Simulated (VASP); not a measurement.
# SiC (P1) in VASP: single point with LDA

Aim: the single point of SiC with LDA.

Program: VASP 6.6.1. These are calculated values, not measurements. Logs are shortened: lines on timing, memory, paths and dates and some standing lists are left out, and cuts for length are marked.

### 1 The cell of the first run

The typed cell holds 8 atoms: a = 4.371 Å, b = 4.275 Å, c = 4.364 Å, α = 90.00°, β = 91.45°, γ = 89.49°.

### 2 Single point, LDA (atoms moved at random and the cell strained at random)

INCAR reads:

```
PREC     = Accurate       # precision mode
ENCUT    = 520            # plane-wave cutoff, eV
EDIFF    = 1E-7           # SCF threshold, eV
ISMEAR   = 0              # smearing method
SIGMA    = 0.05           # smearing width, eV
LREAL    = False          # projectors in reciprocal space
LASPH    = True           # aspherical terms in the spheres
NELM     = 60             # most SCF steps
ALGO     = Normal         # electronic algorithm
ISIF     = 2              # what is computed and relaxed
LWAVE    = False          # write WAVECAR
LCHARG   = True           # write CHGCAR
LELF     = True           # ELF
LVHAR    = True         
NBANDS   = 26             # bands
```

KPOINTS reads:

```
Automatic mesh
0
Gamma
  8 8 8
```

POSCAR reads:

```
SiC
1.0
    4.3708489814     -0.0190958782      0.0553702386
    0.0190958782     -4.2749792681     -0.0001788364
   -0.0553702386     -0.0001788364     -4.3639887299
Si C
4 4
Direct
   -0.0086587360      0.4973938222      0.5023847005
    0.5019668198      0.0028149880      0.4975271928
    0.5061441793      0.4989361863     -0.0098749333
    0.0041210674      0.0038689317      0.0029486814
    0.7465833442      0.7546931470      0.7473216451
    0.2550926729      0.2448051180      0.7599716563
    0.2583587779      0.7481457713      0.2564947004
    0.7363918744      0.2493420355      0.2432263568
```

Potentials or basis: VASP PAW LDA potentials, release 64 (Si, C).

On the command line:

```bash
$ cat potpaw_LDA.64/Si/POTCAR potpaw_LDA.64/C/POTCAR > POTCAR
$ mpirun -np 1 vasp_std > vasp.out
```

OUTCAR:

```text
PREC = Accurate
   ENCUT = 520
   EDIFF = 1E-7
   ISMEAR = 0
   LREAL = False
   LASPH = True
   NELM = 60
   ISIF = 2

 ion  position               nearest neighbor table
   1  0.991  0.497  0.502-   5 1.88   8 1.90   6 1.92   7 1.94   2 3.02   2 3.03   4 3.03   4 3.04
                             3 3.04   3 3.04   3 3.06   2 3.06   4 3.07   4 3.08   2 3.12
   2  0.502  0.003  0.498-   5 1.84   7 1.84   8 1.86   6 1.89   3 3.02   1 3.02   4 3.03   1 3.03
                             3 3.04   1 3.06   3 3.07   4 3.07   3 3.09   4 3.12   1 3.12   4 3.14
   3  0.506  0.499  0.990-   8 1.82   6 1.83   5 1.87   7 1.92   2 3.02   4 3.02   1 3.04   1 3.04
                             2 3.04   1 3.06   4 3.06   4 3.07   2 3.07   4 3.08   2 3.09
   4  0.004  0.004  0.003-   6 1.86   7 1.89   5 1.90   8 1.90   3 3.02   2 3.03   1 3.03   1 3.04
                             3 3.06   3 3.07   2 3.07   1 3.07   1 3.08   3 3.08   2 3.12   2 3.14
   5  0.747  0.755  0.747-   2 1.84   3 1.87   1 1.88   4 1.90
   6  0.255  0.245  0.760-   3 1.83   4 1.86   2 1.89   1 1.92
   7  0.258  0.748  0.256-   2 1.84   4 1.89   3 1.92   1 1.94
   8  0.736  0.249  0.243-   3 1.82   2 1.86   1 1.90   4 1.90

  LATTYP: Found a triclinic cell.
 ALAT       =     6.0871491028
 B/A-ratio  =     0.7023028102
 C/A-ratio  =     0.7169760284
 COS(alpha) =     0.0000261351
 COS(beta)  =     0.0182235631
 COS(gamma) =     0.6959587411

  Lattice vectors:

 A1 = (   4.3517531032,   4.2558833899,   0.0555490750)
 A2 = (  -0.0190958782,   4.2749792681,   0.0001788364)
 A3 = (   0.0553702386,   0.0001788364,   4.3639887299)

Analysis of symmetry for initial positions (statically):
=====================================================================
 Subroutine PRICEL returns:
 Original cell was already a primitive cell.

 Routine SETGRP: Setting up the symmetry group for a
 triclinic supercell.

 Subroutine GETGRP returns: Found  1 space group operations
 (whereof  1 operations were pure point group operations)
 out of a pool of  2 trial point group operations.

The static configuration has the point symmetry C_1 .

Analysis of symmetry for dynamics (positions and initial velocities):
=====================================================================
 Subroutine PRICEL returns:
 Original cell was already a primitive cell.

 Routine SETGRP: Setting up the symmetry group for a
 triclinic supercell.

 Subroutine GETGRP returns: Found  1 space group operations
 (whereof  1 operations were pure point group operations)
 out of a pool of  2 trial point group operations.

The dynamic configuration has the point symmetry C_1 .

 Subroutine INISYM returns: Found  1 space group operations
 (whereof  1 operations are pure point group operations),
 and found     1 'primitive' translations

----------------------------------------------------------------------------------------

                                     Primitive cell

  volume of cell :      81.5277

  direct lattice vectors                    reciprocal lattice vectors
     4.370848981 -0.019095878  0.055370239     0.228829751  0.001022280 -0.002903431
     0.019095878 -4.274979268 -0.000178836    -0.001022280 -0.233923830  0.000022557
    -0.055370239 -0.000178836 -4.363988730     0.002903431  0.000022557 -0.229185002

  length of vectors
     4.371241395  4.275021921  4.364339988     0.228850453  0.233926065  0.229203394

  position of ions in fractional coordinates (direct lattice)
     0.991341264  0.497393822  0.502384701
     0.501966820  0.002814988  0.497527193
     0.506144179  0.498936186  0.990125067
     0.004121067  0.003868932  0.002948681
     0.746583344  0.754693147  0.747321645
     0.255092673  0.244805118  0.759971656
     0.258358778  0.748145771  0.256494700
     0.736391874  0.249342035  0.243226357

  ion indices of the primitive-cell ions
   primitive index   ion index
                 1           1
                 2           2
                 3           3
                 4           4
                 5           5
                 6           6
                 7           7
                 8           8

----------------------------------------------------------------------------------------

 KPOINTS: Automatic mesh

Automatic generation of k-mesh.
 Grid dimensions read from file:
 generate k-points for:    8    8    8

 Generating k-lattice:

  Cartesian coordinates                     Fractional coordinates (reciprocal lattice)
     0.028603719  0.000127785 -0.000362929     0.125000000 -0.000000000  0.000000000
    -0.000127785 -0.029240479  0.000002820    -0.000000000  0.125000000  0.000000000
     0.000362929  0.000002820 -0.028648125    -0.000000000  0.000000000  0.125000000

  Length of vectors
     0.028606307  0.029240758  0.028650424

  Shift w.r.t. Gamma in fractional coordinates (k-lattice)
     0.000000000  0.000000000  0.000000000

 Subroutine IBZKPT returns following result:
 ===========================================

 Found    260 irreducible k-points:

 Following reciprocal coordinates:
            Coordinates               Weight
  0.000000  0.000000  0.000000      1.000000
  0.125000 -0.000000  0.000000      2.000000
  0.250000 -0.000000  0.000000      2.000000
  0.375000 -0.000000 -0.000000      2.000000
  0.500000 -0.000000  0.000000      1.000000
 -0.000000  0.125000 -0.000000      2.000000
[... 16 lines left out ...]
  0.125000  0.375000  0.000000      2.000000
  0.250000  0.375000  0.000000      2.000000
 [... further k-points ...]
   k-points           NKPTS =    260   k-points in BZ     NKDIM =    260   number of bands    NBANDS=     26
   number of dos      NEDOS =    301   number of ions     NIONS =      8
   total plane-waves  NPLWV =  36864
   dimension x,y,z NGX =    36 NGY =   32 NGZ =   32
   dimension x,y,z NGXF=    72 NGYF=   64 NGZF=   64
   ions per type =               4   4
   NGX,Y,Z   is equivalent  to a cutoff of  13.69, 12.44, 12.19 a.u.
   NGXF,Y,Z  is equivalent  to a cutoff of  27.38, 24.89, 24.38 a.u.
 SYSTEM =  unknown system
   PREC   = accura    normal or accurate (medium, high low for compatibility)
   ISTART =      0    job   : 0-new  1-cont  2-samecut
   ICHARG =      2    charge: 1-file 2-atom 10-const
   ISPIN  =      1    spin polarized calculation?
   LNONCOLLINEAR =      F non collinear calculations
   LSORBIT =      F    spin-orbit coupling
   LASPH  =      T    aspherical Exc in radial PAW
   ENCUT  =  520.0 eV  38.22 Ry    6.18 a.u.   8.13  7.95  8.11*2*pi/ulx,y,z
   NELM   =     60;   NELMIN=  2; NELMDL= -5     # of ELM steps
   EDIFF  = 0.1E-06   stopping-criterion for ELM
   LREAL  =      F    real-space projection
   EDIFFG = 0.1E-05   stopping-criterion for IOM
   NSW    =      0    number of steps for IOM
   IBRION =     -1    ionic relax: 0-MD 1-quasi-New 2-CG
   NFREE  =      0    steps in history (QN), initial steepest desc. (CG)
   ISIF   =      2    stress and relaxation
   ISYM   =      2    0-nonsym 1-usesym 2-fastsym
   POTIM  = 0.5000    time-step for ionic-motion
   TEBEG  =    0.0;   TEEND  =   0.0 temperature during run
   PSTRESS=    0.0 pullay stress
   NELECT =      32.0000    total number of electrons
   NUPDOWN=      -1.0000    fix difference up-down
   EMIN   =  10.00;   EMAX   =-10.00  energy-range for DOS
   EFERMI =   0.00;   METHOD = LEGACY
   ISMEAR =     0;   SIGMA  =   0.05  broadening in eV -4-tet -1-fermi 0-gaus
   EFERMI_NEDOS =   21; number of points for ismear=-14 and -15
   IALGO  =     38    algorithm
   IMIX   =      4    mixing-type and parameters
     AMIX     =   0.40;   BMIX     =  1.00
     AMIX_MAG =   1.60;   BMIX_MAG =  1.00
  volume/ion in A,a.u.               =      10.19        68.77
  Fermi-wavevector in a.u.,A,eV,Ry     =   1.198643  2.265106 19.548096  1.436745
  Thomas-Fermi vector in A             =   2.334526
   LORBIT       =      0    0 simple, 1 ext, 2 COOP (PROOUT), +10 PAW based schemes
   GGA     = CA    functional components
   LHFCALC =     F    Hartree Fock is set to
   AEXX    =    0.0000 exact exchange contribution
   IVDW    =     0    specifies the selected vdW correction
   LEPSILON=     F    determine dielectric tensor
   LRPA    =     F    only Hartree local field effects (RPA)
 non-spin polarized calculation
 Gauss-broadening in eV      SIGMA  =   0.05
  energy-cutoff  :      520.00
  volume of cell :       81.53
 maximum number of plane-waves:      2230
 NGX is ok and might be reduce to    36
   NGX = 17   NGY = 15   NGZ = 17

 number of electron      32.0000000 magnetization

 Free energy of the ion-electron system (eV)
  ---------------------------------------------------
  ext. energy  EPLUGINS =         0.00000000
  ---------------------------------------------------
  free energy    TOTEN  =       -66.31728708 eV

  energy without entropy =      -66.31728708  energy(sigma->0) =      -66.31728708

 E-fermi :   8.5929     XC(G=0): -11.6218

 val. band max:        8.3823409841   @ k =   0.0000   0.0000   0.0000
 cond. band min:       9.2596897048   @ k =   0.0000   0.0000   0.0000
 fundamental gap:      0.8773487207
 Fermi energy:         8.5929325006

 k-point     1 :       0.0000    0.0000    0.0000
  band No.  band energies     occupation
      1      -7.2099      2.00000
      2      -2.1546      2.00000
      3      -2.0854      2.00000
      4      -1.8507      2.00000
      5       0.2631      2.00000
      6       0.2962      2.00000
[... 18 lines left out ...]
     25      15.6050      0.00000
     26      15.8541      0.00000

 k-point     2 :       0.1250   -0.0000    0.0000
  band No.  band energies     occupation
      1      -7.1084      2.00000
      2      -2.6989      2.00000
      3      -2.0911      2.00000
      4      -1.8413      2.00000
      5       0.3670      2.00000
      6       0.6429      2.00000
[... 18 lines left out ...]
     25      15.8345      0.00000
[... 608 lines left out ...]
     25      17.1965      0.00000
     26      17.5538      0.00000

 k-point    24 :       0.2500    0.3750    0.0000
  band No.  band energies     occupation
      1      -5.8886      2.00000
      2      -4.2843      2.00000
      3      -3.0320      2.00000
      4      -2.2750      2.00000
      5       1.0439      2.00000
      6       1.7016      2.00000
[... 18 lines left out ...]
     25      16.9903      0.00000
     26      17.1830      0.00000

 [... further k-points ...]

------------------------ aborting loop because EDIFF is reached ----------------------------------------

  FORCE on cell =-STRESS in cart. coord.  units (eV):
  Direction    XX          YY          ZZ          XY          YZ          ZX
  --------------------------------------------------------------------------------------
  -------------------------------------------------------------------------------------
  Total       -1.2084555      1.7443690     -0.8517294      0.7959642     -0.3365997     -3.4440412
  in kB      -23.7484945     34.2802363    -16.7381346     15.6422409     -6.6148379    -67.6820915
  external PRESSURE =      -2.0687976 kB  Pullay stress =       0.0000000 kB

 VOLUME and BASIS-vectors are now :
 -----------------------------------------------------------------------------
  energy-cutoff  :      520.00
  volume of cell :       81.53
      direct lattice vectors                 reciprocal lattice vectors
     4.370848981 -0.019095878  0.055370239     0.228829751  0.001022280 -0.002903431
     0.019095878 -4.274979268 -0.000178836    -0.001022280 -0.233923830  0.000022557
    -0.055370239 -0.000178836 -4.363988730     0.002903431  0.000022557 -0.229185002

 POSITION                                       TOTAL-FORCE (eV/Angst)
 -----------------------------------------------------------------------------------
      4.31468     -2.14537     -2.13760         0.909913     -0.194693      0.301457
      2.16653     -0.02171     -2.14341        -0.569802      0.013400     -0.156952
      2.16698     -2.14278     -4.29296        -0.886518     -0.957473     -0.720513
      0.01792     -0.01662     -0.01264        -0.139544      0.623274     -0.250469
      3.23624     -3.24069     -3.22010         0.812857      0.306572     -0.293151
      1.07757     -1.05154     -3.30243        -0.758357     -0.321052      1.202071
      1.12933     -3.20329     -1.10517        -0.961603      0.401974      0.560367
      3.20995     -1.08004     -1.02071         1.593055      0.127999     -0.642810
 -----------------------------------------------------------------------------------
    total drift:                               -0.000056     -0.000521      0.000043

  FREE ENERGIE OF THE ION-ELECTRON SYSTEM (eV)
  ---------------------------------------------------
  free  energy   TOTEN  =       -66.3172870774 eV

  energy  without entropy=      -66.3172870774  energy(sigma->0) =      -66.31728708
```

Wall time 4.5 min (1 thread of Intel Xeon 6975P-C (Granite Rapids), shared host); peak memory 0.46 GiB.

What came out:

```
Free energy            : -66.3173 eV
Pressure               : -0.2 GPa
Largest force          : 1.723 eV/Å
Band gap on the k mesh : 0.88 eV
```

Forces on the atoms (eV/Å):
```
Si   0.910 -0.195  0.301
Si  -0.570  0.013 -0.157
Si  -0.887 -0.957 -0.721
Si  -0.140  0.623 -0.250
C    0.813  0.307 -0.293
C   -0.758 -0.321  1.202
C   -0.962  0.402  0.560
C    1.593  0.128 -0.643
```

Levels at points of the mesh, in eV from the valence-band top:
| k point | band 12 | band 13 | band 14 | band 15 | band 16 | band 17 | band 18 | band 19 | band 20 | band 21 |
| --- | --- | --- | --- | --- | --- | --- | --- | --- | --- | --- |
| (0.00, 0.00, 0.00) | -3.26 | -3.13 | -0.35 | -0.09 | 0.00 | 0.88 | 1.22 | 1.34 | 3.78 | 4.23 |
| (0.50, 0.00, 0.00) | -3.46 | -2.32 | -2.13 | -1.88 | -1.79 | 3.77 | 3.95 | 4.77 | 4.97 | 6.09 |
| (0.00, 0.50, 0.00) | -3.30 | -2.50 | -2.24 | -2.09 | -1.93 | 3.73 | 3.86 | 5.10 | 5.26 | 5.98 |
| (0.50, 0.50, 0.00) | -4.38 | -1.52 | -1.27 | -1.18 | -1.09 | 5.16 | 5.27 | 5.54 | 5.62 | 8.05 |
| (0.00, 0.00, 0.50) | -3.45 | -2.25 | -2.05 | -1.98 | -1.85 | 3.79 | 3.89 | 4.86 | 4.94 | 6.12 |
| (0.50, 0.00, 0.50) | -4.20 | -1.74 | -1.49 | -1.37 | -1.26 | 4.87 | 4.93 | 5.29 | 5.38 | 8.18 |
| (0.00, 0.50, 0.50) | -4.42 | -1.57 | -1.28 | -1.15 | -1.04 | 5.23 | 5.29 | 5.52 | 5.64 | 8.13 |
| (0.50, 0.50, 0.50) | -1.25 | -1.16 | -1.09 | -0.90 | -0.84 | 5.03 | 5.16 | 5.45 | 5.54 | 6.51 |

Caveat: the cell differs from its parent crystal (atoms moved at random and the cell strained at random); forces of over 1 eV/Å act on the atoms, so gaps and moduli don't describe the material at rest. A k mesh can miss the band edges.
